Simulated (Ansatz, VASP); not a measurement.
Li2TaO2: VASP beside Ansatz

The input INCAR:

```
PREC     = Accurate       # precision mode
ENCUT    = 520            # plane-wave cutoff, eV
EDIFF    = 1E-6           # SCF threshold, eV
ISMEAR   = 0              # smearing method
SIGMA    = 0.1            # smearing width, eV
LREAL    = F              # projectors in reciprocal space
LASPH    = T              # aspherical terms in the spheres
NELM     = 150            # most SCF steps
ALGO     = Normal         # electronic algorithm
ISIF     = 2              # what is computed and relaxed
LWAVE    = F              # write WAVECAR
LCHARG   = F              # write CHGCAR
ISPIN    = 2              # spin polarisation
MAGMOM   = 0 0 1 0 0      # initial moments
LORBIT   = 11             # projections on sites
LMAXMIX  = 4              # l up to which the mixer works
GGA      = PE             # functional
NBANDS   = 26             # bands
```

The input KPOINTS:

```
Automatic mesh
0
Gamma
  6 6 4
```

POSCAR

```
Li2TaO2
1.0
    3.5921862400      0.0000000000      0.0000000000
    0.0000000000      3.5921862400      0.0000000000
    0.0000000000      0.0000000000      4.8726948700
Li Ta O
2 1 2
Direct
    0.0000000000      0.5000000000      0.5000000000
    0.5000000000      0.0000000000      0.5000000000
    0.0000000000      0.0000000000      0.0000000000
    0.5000000000      0.5000000000      0.2399999900
    0.5000000000      0.5000000000      0.7600000100
```

Input for Ansatz:

```yaml
crystal:
  lattice:
    - [3.59218624, 0.0, 0.0]
    - [0.0, 3.59218624, 0.0]
    - [0.0, 0.0, 4.87269487]
  atoms:
    - { symbol: Li, position: [0.0, 0.5, 0.5] }
    - { symbol: Li, position: [0.5, 0.0, 0.5] }
    - { symbol: Ta, position: [0.0, 0.0, 0.0], spin: 1.0 }
    - { symbol: O, position: [0.5, 0.5, 0.23999999] }
    - { symbol: O, position: [0.5, 0.5, 0.76000001] }
basis:
  ecutwfc: 420
kpoints:
  mp_grid: { grid: [6, 6, 4] }
hamiltonian:
  xc: pbe
scf:
  occupations: { method: gaussian, width: 0.1 }
  lower_state_search: "off"
output:
  forces: true
  stress: true
  eigenvalues: true
  populations: true
magnetization:
  spin_polarized: true
```

Change from the starting cell: species swapped into the CeMg2Si2 type (P4/mmm, No. 123).

Alike in both runs: task single point; functional PBE; k mesh 6 × 6 × 4; occupations gaussian, width 0.1 eV; collinear spin.

```csv
,VASP,Ansatz
version,VASP 6.6.1,Ansatz 0.2.0
potentials or method,"VASP PAW PBE potentials, release 64 (Li_sv, Ta_pv, O), cutoff 520 eV","scalar-relativistic, plane waves, PAW"
valence electrons in the cell,29,31
```

```tsv
	VASP	Ansatz	Ansatz less VASP
gap on the k mesh at the Fermi level (eV)	none	none	-
rms of the force components (eV/Å)	0.096	0.091	-0.0049
net moment per atom (μB)	0.08	0.08	+0.001
size of the moment on the site where the two differ most (μB)	0.32	0.30	-0.022
```

Site moments also hang on the region over which each program counts them. Atom by atom the forces differ by 0.005 eV/Å (rms over components). A gap of «none» marks a metal or a gap that the smearing closes. VASP's potentials hold 29 valence electrons a cell and Ansatz's 31, so a difference there can come from the potentials and not from the codes.

Spin-orbit coupling is off throughout. Noted on VASP's run: the cutoff is short for stress, so the pressure is rough.
